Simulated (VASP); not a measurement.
# Na in VASP: settings compared

The runs below take Na through single point, with LDA, PBEsol.

Program: VASP 6.6.1. These are calculated values, not measurements. Logs are shortened: lines on timing, memory, paths and dates and some standing lists are left out, and cuts for length are marked.

**1. The cell of the first run**

The typed cell holds 1 atom: a = 3.664 Å, b = 3.699 Å, c = 3.614 Å, α = 107.61°, β = 108.86°, γ = 110.23°.

**2. Single point, LDA (volume scaled by 0.98)**

Contents of INCAR:

```
ALGO = Normal
EDIFF = 1E-7
ENCUT = 520
GGA = CA
ISIF = 2
ISMEAR = 0
LASPH = True
LCHARG = False
LREAL = False
LWAVE = False
NBANDS = 10
NELM = 60
PREC = Accurate
SIGMA = 0.01
```

Contents of KPOINTS:

```
k-points
0
Gamma
  9 9 9
```

Contents of POSCAR:

```
Na
1.0
   -2.1171038106      2.1386641283      2.0902462859
    2.1959719019     -2.0897824202      2.1202326690
    2.1223861182      2.0950657211     -2.0413645777
Na
1
Direct
    0.0000000000      0.0000000000      0.0000000000
```

Potentials or basis: VASP PAW LDA potentials, release 64 (Na_pv).

Command:

```console
$ cat potpaw_LDA.64/Na_pv/POTCAR > POTCAR
$ mpirun -np 1 vasp_std > vasp.out
```

OUTCAR:

```text
EDIFF = 1E-7
   ENCUT = 520
   GGA = CA
   ISIF = 2
   ISMEAR = 0
   LASPH = True
   LREAL = False
   NELM = 60
   PREC = Accurate

 ion  position               nearest neighbor table
   1  0.000  0.000  0.000-

  LATTYP: Found a triclinic cell.
 ALAT       =     9.3392248311
 B/A-ratio  =     0.6319913981
 C/A-ratio  =     0.4027380794
 COS(alpha) =     0.0097687274
 COS(beta)  =     0.2740972168
 COS(gamma) =     0.9462623802

  Lattice vectors:

 A1 = (   0.1524538750,  -4.1359664332,   8.3720762016)
 A2 = (   0.0735857837,  -4.1848481413,   4.1615972467)
 A3 = (   2.2012542095,   2.1439474292,   2.1691143772)

Analysis of symmetry for initial positions (statically):
=====================================================================
 Subroutine PRICEL returns:
 Original cell was already a primitive cell.

 Routine SETGRP: Setting up the symmetry group for a
 triclinic supercell.

 Subroutine GETGRP returns: Found  2 space group operations
 (whereof  2 operations were pure point group operations)
 out of a pool of  2 trial point group operations.

The static configuration has the point symmetry S_2 .

Analysis of symmetry for dynamics (positions and initial velocities):
=====================================================================
 Subroutine PRICEL returns:
 Original cell was already a primitive cell.

 Routine SETGRP: Setting up the symmetry group for a
 triclinic supercell.

 Subroutine GETGRP returns: Found  2 space group operations
 (whereof  2 operations were pure point group operations)
 out of a pool of  2 trial point group operations.

The dynamic configuration has the point symmetry S_2 .

 Subroutine INISYM returns: Found  2 space group operations
 (whereof  2 operations are pure point group operations),
 and found     1 'primitive' translations

----------------------------------------------------------------------------------------

                                     Primitive cell

  volume of cell :      38.4712

  direct lattice vectors                    reciprocal lattice vectors
    -2.117103811  2.138664128  2.090246286    -0.004575341  0.233492212  0.234877638
     2.195971902 -2.089782420  2.120232669     0.227312656 -0.002977004  0.233279353
     2.122386118  2.095065721 -2.041364578     0.231409977  0.235991304 -0.007074378

  length of vectors
     3.664033615  3.699306655  3.613999523     0.331220548  0.325728664  0.330594192

  position of ions in fractional coordinates (direct lattice)
     0.000000000  0.000000000  0.000000000

  ion indices of the primitive-cell ions
   primitive index   ion index
[... 73 lines left out ...]
   EDIFF  = 0.1E-06   stopping-criterion for ELM
   LREAL  =      F    real-space projection
   EDIFFG = 0.1E-05   stopping-criterion for IOM
   NSW    =      0    number of steps for IOM
   IBRION =     -1    ionic relax: 0-MD 1-quasi-New 2-CG
   NFREE  =      0    steps in history (QN), initial steepest desc. (CG)
   ISIF   =      2    stress and relaxation
   ISYM   =      2    0-nonsym 1-usesym 2-fastsym
   POTIM  = 0.5000    time-step for ionic-motion
   TEBEG  =    0.0;   TEEND  =   0.0 temperature during run
   PSTRESS=    0.0 pullay stress
   NELECT =       7.0000    total number of electrons
   NUPDOWN=      -1.0000    fix difference up-down
   EMIN   =  10.00;   EMAX   =-10.00  energy-range for DOS
   EFERMI =   0.00;   METHOD = LEGACY
   ISMEAR =     0;   SIGMA  =   0.01  broadening in eV -4-tet -1-fermi 0-gaus
   EFERMI_NEDOS =   21; number of points for ismear=-14 and -15
   IALGO  =     38    algorithm
   IMIX   =      4    mixing-type and parameters
     AMIX     =   0.40;   BMIX     =  1.00
     AMIX_MAG =   1.60;   BMIX_MAG =  1.00
  volume/ion in A,a.u.               =      38.47       259.62
  Fermi-wavevector in a.u.,A,eV,Ry     =   0.927674  1.753050 11.708895  0.860580
  Thomas-Fermi vector in A             =   2.053769
   LORBIT       =      0    0 simple, 1 ext, 2 COOP (PROOUT), +10 PAW based schemes
   GGA     = CA    functional components
   LHFCALC =     F    Hartree Fock is set to
   AEXX    =    0.0000 exact exchange contribution
   IVDW    =     0    specifies the selected vdW correction
   LEPSILON=     F    determine dielectric tensor
   LRPA    =     F    only Hartree local field effects (RPA)
 non-spin polarized calculation
 Gauss-broadening in eV      SIGMA  =   0.01
  energy-cutoff  :      520.00
  volume of cell :       38.47
 maximum number of plane-waves:      1052
   NGX = 13   NGY = 13   NGZ = 13

 number of electron       7.0000003 magnetization

 Free energy of the ion-electron system (eV)
  ---------------------------------------------------
  ext. energy  EPLUGINS =         0.00000000
  ---------------------------------------------------
  free energy    TOTEN  =        -1.43902112 eV

  energy without entropy =       -1.43899317  energy(sigma->0) =       -1.43900714

 E-fermi :   0.0372     XC(G=0):  -6.6252

 val. band max:        0.0369736616   @ k =   0.1111  -0.3333   0.4444
 cond. band min:       0.0421317961   @ k =  -0.4444  -0.1111   0.3333
 fundamental gap:      0.0051581345
 Fermi energy:         0.0371744186

 k-point     1 :       0.0000    0.0000    0.0000
  band No.  band energies     occupation
      1     -24.9182      2.00000
      2     -24.9178      2.00000
      3     -24.9177      2.00000
      4      -3.1451      2.00000
      5      11.2060      0.00000
      6      11.3202      0.00000
      7      11.6560      0.00000
      8      12.4641      0.00000
      9      12.4999      0.00000
     10      12.8897      0.00000
[... 287 lines left out ...]
 k-point    24 :       0.0000    0.3333   -0.0000
  band No.  band energies     occupation
      1     -24.9396      2.00000
      2     -24.9245      2.00000
      3     -24.9184      2.00000
      4      -1.3425      2.00000
      5       3.8233      0.00000
      6       8.6790      0.00000
      7       9.3271      0.00000
      8       9.7792      0.00000
      9      10.7130      0.00000
     10      14.8248      0.00000

 [... further k-points ...]
[... 5 lines left out ...]
  --------------------------------------------------------------------------------------
  -------------------------------------------------------------------------------------
  Total       -0.2568692     -0.2303456     -0.2591610     -0.0083272     -0.0381848     -0.0498284
  in kB      -10.6976040     -9.5930003    -10.7930496     -0.3467970     -1.5902499     -2.0751580
  external PRESSURE =     -10.3612180 kB  Pullay stress =       0.0000000 kB

 VOLUME and BASIS-vectors are now :
 -----------------------------------------------------------------------------
  energy-cutoff  :      520.00
  volume of cell :       38.47
      direct lattice vectors                 reciprocal lattice vectors
    -2.117103811  2.138664128  2.090246286    -0.004575341  0.233492212  0.234877638
     2.195971902 -2.089782420  2.120232669     0.227312656 -0.002977004  0.233279353
     2.122386118  2.095065721 -2.041364578     0.231409977  0.235991304 -0.007074378

 POSITION                                       TOTAL-FORCE (eV/Angst)
 -----------------------------------------------------------------------------------
      0.00000      0.00000      0.00000         0.000000      0.000000     -0.000000
 -----------------------------------------------------------------------------------
    total drift:                                0.000000      0.000000      0.000000

  FREE ENERGIE OF THE ION-ELECTRON SYSTEM (eV)
  ---------------------------------------------------
  free  energy   TOTEN  =        -1.4390211189 eV

  energy  without entropy=       -1.4389931695  energy(sigma->0) =       -1.43900714
```

OSZICAR:

```text
N       E                     dE             d eps       ncg     rms          rms(c)
DAV:   1     0.277266299091E+02    0.27727E+02   -0.37416E+03  7318   0.567E+02
DAV:   2    -0.854402202464E+00   -0.28581E+02   -0.28438E+02  7488   0.146E+02
DAV:   3    -0.143556399034E+01   -0.58116E+00   -0.58063E+00  8826   0.230E+01
DAV:   4    -0.144026889059E+01   -0.47049E-02   -0.47046E-02  8634   0.203E+00
DAV:   5    -0.144033749567E+01   -0.68605E-04   -0.68604E-04  8322   0.238E-01    0.194E-01
DAV:   6    -0.143946853010E+01    0.86897E-03   -0.77017E-04  8596   0.356E-01    0.129E-01
DAV:   7    -0.143903668232E+01    0.43185E-03   -0.12079E-03  8270   0.369E-01    0.210E-02
DAV:   8    -0.143902072636E+01    0.15956E-04   -0.94698E-05  8560   0.156E-01    0.281E-03
DAV:   9    -0.143902105490E+01   -0.32854E-06   -0.42953E-07  8406   0.646E-03    0.110E-03
DAV:  10    -0.143902111894E+01   -0.64046E-07   -0.59296E-08  8214   0.111E-03
   1 F= -.14390211E+01 E0= -.14390071E+01  d E =-.279495E-04
```

stdout:

```text
POSCAR found type information on POSCAR Na
 POSCAR found :  1 types and       1 ions
 scaLAPACK will be used
 LDA part: xc-table for (Slater(with rela. corr.)+CA(PZ))
 , standard interpolation
 POSCAR, INCAR and KPOINTS ok, starting setup
 FFT: planning ... GRIDC
 FFT: planning ... GRID_SOFT
 FFT: planning ... GRID
 WAVECAR not read
 entering main loop
```

Run time: 56 s. Hardware: 1 thread of AMD EPYC 7R13 (Zen 3), shared host; peak memory 0.19 GiB.

What came out:

```yaml
Free_energy: -1.4390 eV
Pressure: -1.0 GPa
```

Levels at points of the mesh, in eV from the Fermi level:
```csv
k point,band 1,band 2,band 3,band 4,band 5,band 6,band 7,band 8
"(0.00, 0.00, 0.00)",-24.96,-24.95,-24.95,-3.18,11.17,11.28,11.62,12.43
```

Caveat: the cell differs from its parent crystal (volume scaled by 0.98).

**3. Single point, LDA**

This run uses another cell than the first one, of 39.26 Å³/atom, 1.020 times its volume.

Contents of INCAR:

```
SYSTEM = Na
PREC = Accurate
ENCUT = 520
EDIFF = 1E-7
ISMEAR = 0
SIGMA = 0.01
LREAL = .FALSE.
LASPH = .TRUE.
NELM = 80
ALGO = Normal
ISIF = 2
LWAVE = .FALSE.
LCHARG = .FALSE.
GGA = CA
NBANDS = 10
```

Contents of KPOINTS:

```
Automatic mesh
0
G
  9 9 9
  0 0 0
```

Contents of POSCAR:

```
Na
1.0
   -2.1314090000      2.1531150000      2.1043700000
    2.2108100000     -2.1039030000      2.1345590000
    2.1367270000      2.1092220000     -2.0551580000
Na
1
Direct
    0.0000000000      0.0000000000      0.0000000000
```

Potentials or basis: VASP PAW LDA potentials, release 64 (Na_pv).

Command:

```console
$ cat potpaw_LDA.64/Na_pv/POTCAR > POTCAR
$ mpirun -np 1 vasp_std > vasp.out
```

Run time: 60 s. Hardware: 1 thread of AMD EPYC 7R13 (Zen 3), shared host; peak memory 0.19 GiB.

The run converged. Its results:

```
Free energy : -1.4337 eV
Pressure    : -1.1 GPa
```

Stress tensor (GPa, compression positive):
```
-1.17 -0.03 -0.20
-0.03 -1.06 -0.15
-0.20 -0.15 -1.18
```

Levels at points of the mesh, in eV from the Fermi level:
```tsv
k point	band 2	band 3	band 4	band 5	band 6	band 7
(0.00, 0.00, 0.00)	-24.97	-24.97	-3.14	11.05	11.16	11.49
```

**4. Single point, LDA (volume scaled by 1.02)**

Contents of INCAR:

```
SYSTEM = Na
ALGO     = Fast           ! electronic algorithm
EDIFF    = 1E-7           ! SCF threshold, eV
ENCUT    = 520            ! plane-wave cutoff, eV
GGA      = CA             ! functional
ISIF     = 2              ! what is computed and relaxed
ISMEAR   = 0              ! smearing method
LASPH    = .True.         ! aspherical terms in the spheres
LCHARG   = .True.         ! write CHGCAR
LELF     = .True.         ! ELF
LREAL    = .False.        ! projectors in reciprocal space
LVHAR    = .True.       
LWAVE    = .False.        ! write WAVECAR
NBANDS   = 10             ! bands
NELM     = 80             ! most SCF steps
PREC     = Accurate       ! precision mode
SIGMA    = 0.01           ! smearing width, eV
```

Contents of KPOINTS:

```
k-points
0
Gamma
  9 9 9
  0 0 0
```

Contents of POSCAR:

```
Na
1.0
   -2.1455247028      2.1673744553      2.1183066313
    2.2254515525     -2.1178365385      2.1486955643
    2.1508779223      2.1231907647     -2.0687687145
Na
1
Direct
    0.0000000000      0.0000000000      0.0000000000
```

Command:

```console
$ cat potpaw_LDA.64/Na_pv/POTCAR > POTCAR
$ mpirun -np 1 vasp_std > vasp.out
```

Run time: 87 s. Hardware: 1 thread of AMD EPYC 7R13 (Zen 3), shared host; peak memory 0.19 GiB.

Results (log left out):

```
Free energy : -1.4280 eV
Pressure    : -1.2 GPa
```

Stress tensor (GPa, compression positive):
```
-1.25 -0.03 -0.19
-0.03 -1.15 -0.15
-0.19 -0.15 -1.26
```

Levels at points of the mesh, in eV from the Fermi level:
| k point | band 2 | band 3 | band 4 | band 5 | band 6 | band 7 |
| --- | --- | --- | --- | --- | --- | --- |
| (0.00, 0.00, 0.00) | -24.99 | -24.99 | -3.10 | 10.93 | 11.04 | 11.37 |

Caveat: the cell differs from its parent crystal (volume scaled by 1.02).

**5. Single point, LDA (volume scaled by 1.04)**

Contents of INCAR:

```
  PREC = Accurate
  ENCUT = 520
  EDIFF = 1E-7
  ISMEAR = 0
  SIGMA = 0.01
  LREAL = F
  LASPH = T
  NELM = 60
  ALGO = Fast
  ISIF = 2
  LWAVE = F
  LCHARG = T
  GGA = CA
  LELF = T
  LVHAR = T
  NBANDS = 10
```

Contents of KPOINTS:

```
regular mesh
0
Gamma
  9 9 9
```

Contents of POSCAR:

```
Na
1.0
   -2.1594570717      2.1814487098      2.1320622546
    2.2399029416     -2.1315891092      2.1626485239
    2.1648450534      2.1369781040     -2.0822026540
Na
1
Direct
    0.0000000000      0.0000000000      0.0000000000
```

Command:

```console
$ cat potpaw_LDA.64/Na_pv/POTCAR > POTCAR
$ mpirun -np 1 vasp_std > vasp.out
```

It took 82 s on 1 thread of AMD EPYC 7R13 (Zen 3), shared host; peak memory 0.19 GiB.

The run converged. Its results:

| Quantity | Value |
| --- | --- |
| Free energy | -1.4219 eV |
| Pressure | -1.3 GPa |

Stress tensor (GPa, compression positive):
```
-1.33 -0.03 -0.18
-0.03 -1.23 -0.14
-0.18 -0.14 -1.34
```

Levels at points of the mesh, in eV from the Fermi level:
| k point | band 1 | band 2 | band 3 | band 4 | band 5 | band 6 | band 7 | band 8 |
| --- | --- | --- | --- | --- | --- | --- | --- | --- |
| (0.00, 0.00, 0.00) | -25.01 | -25.01 | -25.01 | -3.06 | 10.81 | 10.92 | 11.25 | 11.91 |

Caveat: the cell differs from its parent crystal (volume scaled by 1.04).

**6. Single point, PBEsol**

This run uses another cell than the first one, of 39.26 Å³/atom, 1.020 times its volume.

Contents of INCAR:

```
PREC     = Accurate       # precision mode
ENCUT    = 500            # plane-wave cutoff, eV
EDIFF    = 1E-6           # SCF threshold, eV
ISMEAR   = -1             # smearing method
SIGMA    = 0.05           # smearing width, eV
LREAL    = False          # projectors in reciprocal space
LASPH    = True           # aspherical terms in the spheres
NELM     = 120            # most SCF steps
ALGO     = Normal         # electronic algorithm
ISIF     = 2              # what is computed and relaxed
LWAVE    = False          # write WAVECAR
LCHARG   = False          # write CHGCAR
GGA      = PS             # functional
NBANDS   = 10             # bands
GGA_COMPAT= False
```

Contents of KPOINTS:

```
regular mesh
0
Gamma
  7 7 7
```

Contents of POSCAR:

```
Na
1.0
   -2.1410000000      2.1410000000      2.1410000000
    2.1410000000     -2.1410000000      2.1410000000
    2.1410000000      2.1410000000     -2.1410000000
Na
1
Direct
    0.0000000000      0.0000000000      0.0000000000
```

Potentials or basis: VASP PAW PBE potentials, release 64 (Na_pv).

Command:

```console
$ cat potpaw_PBE.64/Na_pv/POTCAR > POTCAR
$ mpirun -np 1 vasp_std > vasp.out
```

Wall time 7.1 s (1 thread of Intel Xeon 8259CL, shared host); peak memory 0.15 GiB.

It converged, with:

- Free energy: -1.3980 eV
- Pressure: -0.6 GPa

Levels at points of the mesh, in eV from the Fermi level:
```
           k point  band 1  band 2  band 3  band 4  band 5  band 6  band 7  band 8  band 9
(0.00, 0.00, 0.00)  -24.78  -24.78  -24.78   -3.11   11.42   11.42   11.42   12.39   12.39
```

Caveat: the PAW data sets were made with another functional, which shifts forces and pressure a little.

**7. Overview**

```csv
level,potentials or basis,cell,k mesh,cutoff (eV),smearing,gap on the mesh (eV),pressure (GPa)
LDA,"VASP PAW LDA potentials, release 64 (Na_pv)","a = 3.664, b = 3.699, c = 3.614 Å, angles 107.6, 108.9, 110.2°, 1 atom",9 × 9 × 9,520,gaussian 0.01 eV,none,-1.0
LDA,"VASP PAW LDA potentials, release 64 (Na_pv)","a = 3.689, b = 3.724, c = 3.638 Å, angles 107.6, 108.9, 110.2°, 1 atom",9 × 9 × 9,520,gaussian 0.01 eV,none,-1.1
LDA,"VASP PAW LDA potentials, release 64 (Na_pv)","a = 3.713, b = 3.749, c = 3.663 Å, angles 107.6, 108.9, 110.2°, 1 atom",9 × 9 × 9,520,gaussian 0.01 eV,none,-1.2
LDA,"VASP PAW LDA potentials, release 64 (Na_pv)","a = 3.737, b = 3.773, c = 3.686 Å, angles 107.6, 108.9, 110.2°, 1 atom",9 × 9 × 9,520,gaussian 0.01 eV,none,-1.3
PBEsol,"VASP PAW PBE potentials, release 64 (Na_pv)","a = 3.708 Å, angles 109.5°, 1 atom",7 × 7 × 7,500,fermi-dirac 0.05 eV,none,-0.6
```

Alike in all rows: task single point; no spin polarisation.

Caveats: the PAW data sets were made with another functional, which shifts forces and pressure a little (some runs).

Absolute energies hang on the potentials; compare differences alone.
